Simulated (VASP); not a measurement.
# TiO2 (Pmma) in VASP: notebook

The runs below take TiO2 through single point, with PBE.

Program: VASP 6.6.1. These are calculated values, not measurements. Logs are shortened: lines on timing, memory, paths and dates and some standing lists are left out, and cuts for length are marked.

## Step 1: The cell of the first run

Symmetry: Pmma, No. 51, orthorhombic system. The conventional cell has a = 3.799 Å, b = 3.799 Å, c = 11.697 Å, α = 90.00°, β = 90.00°, γ = 90.00°. Ti (site symmetry mm2) has 6 O at 1.95 to 2.00 Å within 2.6 Å. Within 2.6 Å of Ti (site symmetry mm2) lie 5 O at 1.95 to 2.00 Å. O (site symmetry mm2) has 3 Ti at 1.95 to 2.00 Å and 2 O at 2.47 Å within 2.6 Å. Within 2.6 Å of O (site symmetry mm2) lie 3 Ti at 1.95 to 2.00 Å and 2 O at 2.47 Å. O (site symmetry mm2) has 3 Ti at 1.95 to 2.00 Å and 2 O at 2.47 Å within 2.6 Å. Within 2.6 Å of O (site symmetry mm2) lie 2 Ti at 1.95 Å.

## Step 2: Single point, PBE

INCAR reads:

```
ALGO = Normal ; EDIFF = 1E-7
ENCUT = 520 ; GGA = PE
ISIF = 2 ; ISMEAR = 0
LASPH = T ; LCHARG = F
LREAL = F ; LWAVE = F
NBANDS = 60 ; NELM = 100
PREC = Accurate ; SIGMA = 0.05
```

KPOINTS reads:

```
k-points
0
Gamma
  7 7 3
```

POSCAR reads:

```
TiO2
1.0
   -3.7992225376      0.0000000000      0.0000000000
    0.0000000000     -3.7992225376      0.0000000000
    0.0000000000      0.0000000000     11.6968968543
Ti O
4 8
Direct
    0.0000000000      1.0000000000      0.5181340495
    0.5000000000      0.5000000000      0.1036268099
    0.5000000000      0.0000000000      0.3108804297
    0.0000000000      0.5000000000      0.7253876693
    0.0000000000      0.0000000000      0.6893311154
    0.5000000000      0.5000000000      0.2748238758
    0.5000000000      0.0000000000      0.4820774956
    0.0000000000      0.5000000000      0.0675702560
    0.5000000000      0.0000000000      0.1396833638
    0.0000000000      0.5000000000      0.5541906034
    0.0000000000      0.0000000000      0.3469369836
    0.5000000000      0.5000000000      0.7614442232
```

Potentials or basis: VASP PAW PBE potentials, release 64 (Ti_sv, O).

Launch:

```sh
cat potpaw_PBE.64/Ti_sv/POTCAR potpaw_PBE.64/O/POTCAR > POTCAR
mpirun -np 1 vasp_std > vasp.out
```

OUTCAR:

```text
EDIFF = 1E-7
   ENCUT = 520
   GGA = PE
   ISIF = 2
   ISMEAR = 0
   LASPH = T
   LREAL = F
   NELM = 100
   PREC = Accurate

 ion  position               nearest neighbor table
   1  0.000  0.000  0.518-   7 1.95   7 1.95  10 1.95  10 1.95  11 2.00   5 2.00
   2  0.500  0.500  0.104-   8 1.95   8 1.95   9 1.95   9 1.95   6 2.00
   3  0.500  0.000  0.311-   6 1.95   6 1.95  11 1.95  11 1.95   9 2.00   7 2.00
   4  0.000  0.500  0.725-   5 1.95   5 1.95  12 1.95  12 1.95  10 2.00
   5  0.000  0.000  0.689-   4 1.95   4 1.95   1 2.00
   6  0.500  0.500  0.275-   3 1.95   3 1.95   2 2.00
   7  0.500  0.000  0.482-   1 1.95   1 1.95   3 2.00
   8  0.000  0.500  0.068-   2 1.95   2 1.95
   9  0.500  0.000  0.140-   2 1.95   2 1.95   3 2.00
  10  0.000  0.500  0.554-   1 1.95   1 1.95   4 2.00
  11  0.000  0.000  0.347-   3 1.95   3 1.95   1 2.00
  12  0.500  0.500  0.761-   4 1.95   4 1.95

  LATTYP: Found a simple tetragonal cell.
 ALAT       =     3.7992225376
 C/A-ratio  =     3.0787606513

  Lattice vectors:

 A1 = (  -3.7992225376,   0.0000000000,   0.0000000000)
 A2 = (   0.0000000000,  -3.7992225376,   0.0000000000)
 A3 = (   0.0000000000,   0.0000000000,  11.6968968543)

Analysis of symmetry for initial positions (statically):
=====================================================================
 Subroutine PRICEL returns:
 Original cell was already a primitive cell.

 Routine SETGRP: Setting up the symmetry group for a
 simple tetragonal supercell.

 Subroutine GETGRP returns: Found  8 space group operations
 (whereof  4 operations were pure point group operations)
 out of a pool of 16 trial point group operations.

The static configuration has the point symmetry C_2v.
 The point group associated with its full space group is D_2h.

Analysis of symmetry for dynamics (positions and initial velocities):
=====================================================================
 Subroutine PRICEL returns:
 Original cell was already a primitive cell.

 Routine SETGRP: Setting up the symmetry group for a
 simple tetragonal supercell.

 Subroutine GETGRP returns: Found  8 space group operations
 (whereof  4 operations were pure point group operations)
 out of a pool of 16 trial point group operations.

The dynamic configuration has the point symmetry C_2v.
 The point group associated with its full space group is D_2h.

 Subroutine INISYM returns: Found  8 space group operations
 (whereof  4 operations are pure point group operations),
 and found     1 'primitive' translations

----------------------------------------------------------------------------------------

                                     Primitive cell

  volume of cell :     168.8341

  direct lattice vectors                    reciprocal lattice vectors
    -3.799222538  0.000000000  0.000000000    -0.263211747  0.000000000  0.000000000
     0.000000000 -3.799222538  0.000000000     0.000000000 -0.263211747  0.000000000
     0.000000000  0.000000000 11.696896854     0.000000000  0.000000000  0.085492760

  length of vectors
     3.799222538  3.799222538 11.696896854     0.263211747  0.263211747  0.085492760

  position of ions in fractional coordinates (direct lattice)
     0.000000000  0.000000000  0.518134049
     0.500000000  0.500000000  0.103626810
     0.500000000  0.000000000  0.310880430
     0.000000000  0.500000000  0.725387669
     0.000000000  0.000000000  0.689331115
     0.500000000  0.500000000  0.274823876
     0.500000000  0.000000000  0.482077496
     0.000000000  0.500000000  0.067570256
     0.500000000  0.000000000  0.139683364
     0.000000000  0.500000000  0.554190603
     0.000000000  0.000000000  0.346936984
     0.500000000  0.500000000  0.761444223

  ion indices of the primitive-cell ions
   primitive index   ion index
                 1           1
                 2           2
                 3           3
                 4           4
                 5           5
                 6           6
                 7           7
                 8           8
                 9           9
                10          10
                11          11
                12          12

----------------------------------------------------------------------------------------

 KPOINTS: k-points

Automatic generation of k-mesh.
 Grid dimensions read from file:
 generate k-points for:    7    7    3

 Generating k-lattice:

  Cartesian coordinates                     Fractional coordinates (reciprocal lattice)
    -0.037601678  0.000000000  0.000000000     0.142857143  0.000000000  0.000000000
     0.000000000 -0.037601678  0.000000000     0.000000000  0.142857143  0.000000000
     0.000000000  0.000000000  0.028497587     0.000000000  0.000000000  0.333333333

  Length of vectors
     0.037601678  0.037601678  0.028497587

  Shift w.r.t. Gamma in fractional coordinates (k-lattice)
     0.000000000  0.000000000  0.000000000

 Subroutine IBZKPT returns following result:
 ===========================================

 Found     32 irreducible k-points:

 Following reciprocal coordinates:
            Coordinates               Weight
  0.000000  0.000000  0.000000      1.000000
  0.142857  0.000000  0.000000      2.000000
  0.000000  0.142857  0.000000      2.000000
  0.285714  0.000000  0.000000      2.000000
  0.000000  0.285714  0.000000      2.000000
  0.428571  0.000000  0.000000      2.000000
[... 16 lines left out ...]
  0.000000  0.428571  0.333333      4.000000
  0.142857  0.142857  0.333333      8.000000
 [... further k-points ...]
   k-points           NKPTS =     32   k-points in BZ     NKDIM =     32   number of bands    NBANDS=     60
   number of dos      NEDOS =    301   number of ions     NIONS =     12
   total plane-waves  NPLWV =  70560
   dimension x,y,z NGX =    28 NGY =   28 NGZ =   90
   dimension x,y,z NGXF=    56 NGYF=   56 NGZF=  180
   ions per type =               4   8
   NGX,Y,Z   is equivalent  to a cutoff of  12.25, 12.25, 12.79 a.u.
   NGXF,Y,Z  is equivalent  to a cutoff of  24.50, 24.50, 25.58 a.u.
 SYSTEM =  unknown system
   PREC   = accura    normal or accurate (medium, high low for compatibility)
   ISTART =      0    job   : 0-new  1-cont  2-samecut
   ICHARG =      2    charge: 1-file 2-atom 10-const
   ISPIN  =      1    spin polarized calculation?
   LNONCOLLINEAR =      F non collinear calculations
   LSORBIT =      F    spin-orbit coupling
   LASPH  =      T    aspherical Exc in radial PAW
   ENCUT  =  520.0 eV  38.22 Ry    6.18 a.u.   7.06  7.06 21.75*2*pi/ulx,y,z
   NELM   =    100;   NELMIN=  2; NELMDL= -5     # of ELM steps
   EDIFF  = 0.1E-06   stopping-criterion for ELM
   LREAL  =      F    real-space projection
   EDIFFG = 0.1E-05   stopping-criterion for IOM
   NSW    =      0    number of steps for IOM
   IBRION =     -1    ionic relax: 0-MD 1-quasi-New 2-CG
   NFREE  =      0    steps in history (QN), initial steepest desc. (CG)
   ISIF   =      2    stress and relaxation
   ISYM   =      2    0-nonsym 1-usesym 2-fastsym
   POTIM  = 0.5000    time-step for ionic-motion
   TEBEG  =    0.0;   TEEND  =   0.0 temperature during run
   PSTRESS=    0.0 pullay stress
   NELECT =      96.0000    total number of electrons
   NUPDOWN=      -1.0000    fix difference up-down
   EMIN   =  10.00;   EMAX   =-10.00  energy-range for DOS
   EFERMI =   0.00;   METHOD = LEGACY
   ISMEAR =     0;   SIGMA  =   0.05  broadening in eV -4-tet -1-fermi 0-gaus
   EFERMI_NEDOS =   21; number of points for ismear=-14 and -15
   IALGO  =     38    algorithm
   IMIX   =      4    mixing-type and parameters
     AMIX     =   0.40;   BMIX     =  1.00
     AMIX_MAG =   1.60;   BMIX_MAG =  1.00
  volume/ion in A,a.u.               =      14.07        94.95
  Fermi-wavevector in a.u.,A,eV,Ry     =   1.356267  2.562973 25.027376  1.839460
  Thomas-Fermi vector in A             =   2.483285
   LORBIT       =      0    0 simple, 1 ext, 2 COOP (PROOUT), +10 PAW based schemes
   GGA     = PE    functional components
   LHFCALC =     F    Hartree Fock is set to
   AEXX    =    0.0000 exact exchange contribution
   IVDW    =     0    specifies the selected vdW correction
   LEPSILON=     F    determine dielectric tensor
   LRPA    =     F    only Hartree local field effects (RPA)
 non-spin polarized calculation
 Gauss-broadening in eV      SIGMA  =   0.05
  energy-cutoff  :      520.00
  volume of cell :      168.83
 maximum number of plane-waves:      4572
   NGX = 15   NGY = 15   NGZ = 43

 number of electron      95.9999985 magnetization

 Free energy of the ion-electron system (eV)
  ---------------------------------------------------
  ext. energy  EPLUGINS =         0.00000000
  ---------------------------------------------------
  free energy    TOTEN  =      -105.88109970 eV

  energy without entropy =     -105.88109970  energy(sigma->0) =     -105.88109970

 E-fermi :   2.2907     XC(G=0):  -9.4069

 val. band max:        1.9568751952   @ k =   0.4286   0.4286   0.3333
 cond. band min:       3.6151002313   @ k =   0.0000   0.0000   0.0000
 fundamental gap:      1.6582250361
 Fermi energy:         2.2907485334

 k-point     1 :       0.0000    0.0000    0.0000
  band No.  band energies     occupation
      1     -55.0453      2.00000
      2     -55.0200      2.00000
      3     -54.9212      2.00000
      4     -54.9209      2.00000
      5     -31.4450      2.00000
      6     -31.3513      2.00000
[... 52 lines left out ...]
     59       5.5538      0.00000
     60       5.6149      0.00000

 k-point     2 :       0.1429    0.0000    0.0000
  band No.  band energies     occupation
      1     -55.0436      2.00000
      2     -55.0209      2.00000
      3     -54.9209      2.00000
      4     -54.9205      2.00000
      5     -31.4444      2.00000
      6     -31.3599      2.00000
[... 1375 lines left out ...]
     59       5.8694      0.00000
     60       5.9013      0.00000

 k-point    24 :       0.1429    0.1429    0.3333
  band No.  band energies     occupation
      1     -55.0430      2.00000
      2     -55.0202      2.00000
      3     -54.9207      2.00000
      4     -54.9204      2.00000
      5     -31.4437      2.00000
      6     -31.3648      2.00000
[... 52 lines left out ...]
     59       5.2314      0.00000
     60       5.3120      0.00000

 [... further k-points ...]
[... 5 lines left out ...]
  --------------------------------------------------------------------------------------
  -------------------------------------------------------------------------------------
  Total      -14.4050055      1.2565425     -3.1982280      0.0000000      0.0000000      0.0000000
  in kB     -136.6985424     11.9241556    -30.3500824      0.0000000      0.0000000      0.0000000
  external PRESSURE =     -51.7081564 kB  Pullay stress =       0.0000000 kB

 VOLUME and BASIS-vectors are now :
 -----------------------------------------------------------------------------
  energy-cutoff  :      520.00
  volume of cell :      168.83
      direct lattice vectors                 reciprocal lattice vectors
    -3.799222538  0.000000000  0.000000000    -0.263211747  0.000000000  0.000000000
     0.000000000 -3.799222538  0.000000000     0.000000000 -0.263211747  0.000000000
     0.000000000  0.000000000 11.696896854     0.000000000  0.000000000  0.085492760

 POSITION                                       TOTAL-FORCE (eV/Angst)
 -----------------------------------------------------------------------------------
      0.00000      0.00000      6.06056         0.000000      0.000000      0.176501
     -1.89961     -1.89961      1.21211         0.000000      0.000000      1.212731
     -1.89961      0.00000      3.63634         0.000000      0.000000     -0.176501
      0.00000     -1.89961      8.48478         0.000000      0.000000     -1.212731
      0.00000      0.00000      8.06303         0.000000      0.000000      0.144773
     -1.89961     -1.89961      3.21459         0.000000      0.000000     -0.547990
     -1.89961      0.00000      5.63881         0.000000      0.000000     -0.109584
      0.00000     -1.89961      0.79036         0.000000      0.000000     -0.579384
     -1.89961      0.00000      1.63386         0.000000      0.000000     -0.144773
      0.00000     -1.89961      6.48231         0.000000      0.000000      0.547990
      0.00000      0.00000      4.05809         0.000000      0.000000      0.109584
     -1.89961     -1.89961      8.90653         0.000000      0.000000      0.579384
 -----------------------------------------------------------------------------------
    total drift:                               -0.000000     -0.000000      0.000008

  FREE ENERGIE OF THE ION-ELECTRON SYSTEM (eV)
  ---------------------------------------------------
  free  energy   TOTEN  =      -105.8810997012 eV

  energy  without entropy=     -105.8810997012  energy(sigma->0) =     -105.88109970
```

It took 14 min on 1 thread of Oxide Virtual Turin-like, shared host; peak memory 0.36 GiB.

What came out:

```
Free energy            : -105.8811 eV
Pressure               : -5.2 GPa
Largest force          : 1.213 eV/Å
Band gap on the k mesh : 1.66 eV, indirect (least direct gap 2.06 eV)
```

Forces on the atoms (eV/Å):
```
Ti   0.000  0.000  0.177
Ti   0.000  0.000  1.213
Ti   0.000  0.000 -0.177
Ti   0.000  0.000 -1.213
O    0.000  0.000  0.145
O    0.000  0.000 -0.548
O    0.000  0.000 -0.110
O    0.000  0.000 -0.579
O    0.000  0.000 -0.145
O    0.000  0.000  0.548
O    0.000  0.000  0.110
O    0.000  0.000  0.579
```

Levels at points of the mesh, in eV from the valence-band top:
```tsv
k point	band 46	band 47	band 48	band 49	band 50	band 51
(0.00, 0.00, 0.00)	-0.64	-0.47	-0.40	1.66	1.92	2.19
```

Caveat: forces of over 1 eV/Å act on the atoms, so gaps and moduli don't describe the material at rest. A k mesh can miss the band edges.

## Step 3: Single point, PBE

This run uses another cell than the first one, of 15.27 Å³/atom, 1.085 times its volume.

INCAR reads:

```
SYSTEM = TiO2
PREC = Accurate
ENCUT = 520
EDIFF = 1E-6
ISMEAR = 0
SIGMA = 0.05
LREAL = .FALSE.
LASPH = .TRUE.
NELM = 100
ALGO = Normal
ISIF = 2
LWAVE = .FALSE.
LCHARG = .FALSE.
GGA = PE
NBANDS = 60
```

KPOINTS reads:

```
regular mesh
0
G
  7 7 3
  0 0 0
```

POSCAR reads:

```
TiO2
1.0
   -3.7992225376      0.0000000000      0.0000000000
    0.0000000000     -3.7992225376      0.0000000000
    0.0000000000      0.0000000000     12.6968968543
Ti O
4 8
Direct
    0.0000000000      1.0000000000      0.4773261218
    0.5000000000      0.5000000000      0.0954652244
    0.5000000000      0.0000000000      0.2863956731
    0.0000000000      0.5000000000      0.6682565705
    0.0000000000      0.0000000000      0.6350398092
    0.5000000000      0.5000000000      0.2531789118
    0.5000000000      0.0000000000      0.4441093605
    0.0000000000      0.5000000000      0.0622484631
    0.5000000000      0.0000000000      0.1286819856
    0.0000000000      0.5000000000      0.5105428830
    0.0000000000      0.0000000000      0.3196124343
    0.5000000000      0.5000000000      0.7014733318
```

Potentials or basis: VASP PAW PBE potentials, release 64 (Ti_sv, O).

Launch:

```sh
cat potpaw_PBE.64/Ti_sv/POTCAR potpaw_PBE.64/O/POTCAR > POTCAR
mpirun -np 1 vasp_std > vasp.out
```

OUTCAR:

```text
SYSTEM = TiO2
   PREC = Accurate
   ENCUT = 520
   EDIFF = 1E-6
   ISMEAR = 0
   LREAL = .FALSE.
   LASPH = .TRUE.
   NELM = 100
   ISIF = 2
   GGA = PE

 ion  position               nearest neighbor table
   1  0.000  0.000  0.477-  10 1.95  10 1.95   7 1.95   7 1.95   5 2.00  11 2.00
   2  0.500  0.500  0.095-   9 1.95   9 1.95   8 1.95   8 1.95   6 2.00
   3  0.500  0.000  0.286-  11 1.95  11 1.95   6 1.95   6 1.95   7 2.00   9 2.00
   4  0.000  0.500  0.668-   5 1.95   5 1.95  12 1.95  12 1.95  10 2.00
   5  0.000  0.000  0.635-   4 1.95   4 1.95   1 2.00
[... 1746 lines left out ...]
 -----------------------------------------------------------------------------
  energy-cutoff  :      520.00
  volume of cell :      183.27
      direct lattice vectors                 reciprocal lattice vectors
    -3.799222538  0.000000000  0.000000000    -0.263211747  0.000000000  0.000000000
     0.000000000 -3.799222538  0.000000000     0.000000000 -0.263211747  0.000000000
     0.000000000  0.000000000 12.696896854     0.000000000  0.000000000  0.078759402

 POSITION                                       TOTAL-FORCE (eV/Angst)
 -----------------------------------------------------------------------------------
      0.00000      0.00000      6.06056         0.000000      0.000000      0.174497
     -1.89961     -1.89961      1.21211         0.000000      0.000000      1.323831
     -1.89961      0.00000      3.63634         0.000000      0.000000     -0.174497
      0.00000     -1.89961      8.48478         0.000000      0.000000     -1.323831
      0.00000      0.00000      8.06303         0.000000      0.000000      0.160316
     -1.89961     -1.89961      3.21459         0.000000      0.000000     -0.545658
     -1.89961      0.00000      5.63881         0.000000      0.000000     -0.112632
      0.00000     -1.89961      0.79036         0.000000      0.000000     -0.547246
     -1.89961      0.00000      1.63386         0.000000      0.000000     -0.160316
      0.00000     -1.89961      6.48231         0.000000      0.000000      0.545658
      0.00000      0.00000      4.05809         0.000000      0.000000      0.112632
     -1.89961     -1.89961      8.90653         0.000000      0.000000      0.547246
 -----------------------------------------------------------------------------------
    total drift:                               -0.000000     -0.000000     -0.000014

  FREE ENERGIE OF THE ION-ELECTRON SYSTEM (eV)
  ---------------------------------------------------
  free  energy   TOTEN  =      -105.8054953244 eV

  energy  without entropy=     -105.8054953244  energy(sigma->0) =     -105.80549532
```

Run time: 13 min. Hardware: 1 thread of Oxide Virtual Turin-like, shared host; peak memory 0.38 GiB.

What came out:

| Quantity | Value |
| --- | --- |
| Free energy | -105.8055 eV |
| Pressure | -4.7 GPa |
| Largest force | 1.324 eV/Å |
| Band gap on the k mesh | 1.65 eV, indirect (least direct gap 2.07 eV) |

Forces on the atoms (eV/Å):
```
Ti   0.000  0.000  0.174
Ti   0.000  0.000  1.324
Ti   0.000  0.000 -0.174
Ti   0.000  0.000 -1.324
O    0.000  0.000  0.160
O    0.000  0.000 -0.546
O    0.000  0.000 -0.113
O    0.000  0.000 -0.547
O    0.000  0.000 -0.160
O    0.000  0.000  0.546
O    0.000  0.000  0.113
O    0.000  0.000  0.547
```

Levels at points of the mesh, in eV from the valence-band top:
| k point | band 45 | band 46 | band 47 | band 48 | band 49 | band 50 | band 51 | band 52 |
| --- | --- | --- | --- | --- | --- | --- | --- | --- |
| (0.00, 0.00, 0.00) | -0.79 | -0.65 | -0.45 | -0.41 | 1.65 | 1.91 | 2.19 | 2.26 |

Caveat: forces of over 1 eV/Å act on the atoms, so gaps and moduli don't describe the material at rest.
